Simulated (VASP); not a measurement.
# Os: single point with PBE

Crystal: Os.

```xyz
1
Lattice="-1.5459 1.5459 1.5459 1.5459 -1.5459 1.5459 1.5459 1.5459 -1.5459" Properties=species:S:1:pos:R:3 pbc="T T T"
Os    0.0000    0.0000    0.0000
```

This isn't the form of Os at room conditions, which is hcp.

| Quantity | Value |
| --- | --- |
| Program | VASP 6.6.1 |
| Task | single point |
| Functional | PBE |
| Potentials or basis | VASP PAW PBE potentials, release 64 (Os) |
| Cutoff | 600 eV |
| k mesh | 19 × 19 × 19 |
| Occupations | fermi-dirac, width 0.05 eV |
| Spin | no spin polarisation |
| Dipole correction | no |
| Further INCAR settings | ALGO = Normal; EDIFF = 1e-06; NBANDS = 10 |

The pressure is 0.2 GPa and the band gap on the k mesh is zero (bands 4 and 5 overlap by 4.40 eV).

Levels at points of the mesh, in eV from the Fermi level:
| k point | band 2 | band 3 | band 4 | band 5 | band 6 | band 7 |
| --- | --- | --- | --- | --- | --- | --- |
| (0.00, 0.00, 0.00) | -3.28 | -3.28 | -3.28 | -0.09 | -0.09 | 16.18 |

Wall time 29 s on 1 thread of Intel Xeon 8259CL, with other jobs on the host, peak memory 0.18 GiB.

Caveat: spin-orbit coupling is left out, which moves the levels of the heavy elements.
